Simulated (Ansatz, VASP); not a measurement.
# One calculation of NiO, two programs

Contents of POSCAR:

```
NiO
1.0
    0.0000000000      2.0943165011     -2.0943165011
    0.0000000000      2.0943165011      2.0943165011
    4.1886330022      0.0000000000      0.0000000000
Ni O
2 2
Direct
    0.0000000000      0.0000000000      0.0000000000
    0.5000000000      0.5000000000      0.5000000000
    0.0000000000      1.0000000000      0.5000000000
    0.5000000000      1.5000000000      1.0000000000
```

INCAR.step1

```
SYSTEM = NiO
PREC = Accurate
ENCUT = 520
ISMEAR = 0
SIGMA = 0.05
LREAL = .False.
LASPH = .True.
NELM = 150
ISPIN = 2
MAGMOM = 2 -2 0 0
LMAXMIX = 4
NBANDS = 28
GGA = PE
ALGO = Normal
EDIFF = 1E-4
LWAVE = .True.
LCHARG = .False.
```

File INCAR.step2:

```
SYSTEM = NiO
PREC = Accurate
ENCUT = 520
EDIFF = 1E-7
ISMEAR = 0
SIGMA = 0.05
LREAL = .False.
LASPH = .True.
NELM = 150
ALGO = Normal
ISIF = 2
LWAVE = .False.
LCHARG = .False.
ISPIN = 2
MAGMOM = 2 -2 0 0
LORBIT = 11
LMAXMIX = 4
METAGGA = R2SCAN
LMIXTAU = .True.
NBANDS = 28
ISTART = 1
```

The input KPOINTS:

```
regular mesh
0
Gamma
  8 8 6
  0 0 0
```

Input for Ansatz:

```yaml
crystal:
  lattice:
    - [0.0, 2.0943165011, -2.0943165011]
    - [0.0, 2.0943165011, 2.0943165011]
    - [4.1886330022, 0.0, 0.0]
  atoms:
    - { symbol: Ni, position: [0.0, 0.0, 0.0], spin: 2.0 }
    - { symbol: O, position: [0.0, 1.0, 0.5] }
    - { symbol: Ni, position: [0.5, 0.5, 0.5], spin: -2.0 }
    - { symbol: O, position: [0.5, 1.5, 1.0] }
basis:
  ecutwfc: 500
  ecutrho_ratio: 4
kpoints:
  mp_grid: { grid: [8, 8, 6] }
hamiltonian:
  xc: r2scan
scf:
  occupations: { method: gaussian, width: 0.05 }
  lower_state_search: "off"
output:
  forces: true
  stress: true
  eigenvalues: true
  populations: true
magnetization:
  spin_polarized: true
```

Alike in both runs: task single point; functional r2SCAN; k mesh 8 × 8 × 6; occupations gaussian, width 0.05 eV; collinear spin.

```csv
,VASP,Ansatz
version,VASP 6.6.1,Ansatz 0.2.0
potentials or method,"VASP PAW PBE potentials, release 64 (Ni, O), cutoff 520 eV","scalar-relativistic, plane waves, PAW"
valence electrons in the cell,32,48
```

Ansatz gave:

```
gap on the k mesh at the Fermi level (eV)                     : 0.88
least direct gap on the mesh (eV)                             : 1.69
pressure (GPa)                                                : 0.2
net moment per atom (μB)                                      : 0.00
size of the moment on the site where the two differ most (μB) : 1.68
```

**Question.** Which values does VASP return?

**Answer.** gap on the k mesh at the Fermi level (eV): 0.79; least direct gap on the mesh (eV): 1.61; pressure (GPa): 0.1; net moment per atom (μB): 0.00; size of the moment on the site where the two differ most (μB): 1.72.

VASP's potentials were made for PBE, not for r2SCAN. Site moments also hang on the region over which each program counts them. The functional is the same, so the differences come from potentials, cutoffs and numerics. VASP's potentials hold 32 valence electrons a cell and Ansatz's 48, so a difference there can come from the potentials and not from the codes. Ansatz's warnings: stability check not made.
